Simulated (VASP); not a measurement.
Input of a VASP 6.6.1 run:

Contents of INCAR:

```
ALGO     = Normal         # electronic algorithm
EDIFF    = 1E-6           # SCF threshold, eV
ENCUT    = 520            # plane-wave cutoff, eV
GGA      = PE             # functional
ISIF     = 2              # what is computed and relaxed
ISMEAR   = 0              # smearing method
LASPH    = True           # aspherical terms in the spheres
LCHARG   = False          # write CHGCAR
LREAL    = False          # projectors in reciprocal space
LWAVE    = False          # write WAVECAR
NBANDS   = 12             # bands
NELM     = 80             # most SCF steps
PREC     = Accurate       # precision mode
SIGMA    = 0.01           # smearing width, eV
```

The input KPOINTS:

```
k-points
0
Gamma
  6 6 6
```

The input POSCAR:

```
LiCl
1.0
    0.0000000000      2.7847231669      2.7847231669
    2.7847231669      0.0000000000      2.7847231669
    2.7847231669      2.7847231669      0.0000000000
Li Cl
1 1
Direct
    0.0000000000      0.0000000000      0.0000000000
    0.2500000000      0.2500000000      0.2500000000
```

Potentials or basis: VASP PAW PBE potentials, release 64 (Li_sv, Cl).

Launch:

```sh
$ cat potpaw_PBE.64/Li_sv/POTCAR potpaw_PBE.64/Cl/POTCAR > POTCAR
$ mpirun -np 1 vasp_std > vasp.out
```

Predict the band gap on the k mesh.

5.86 eV, direct.
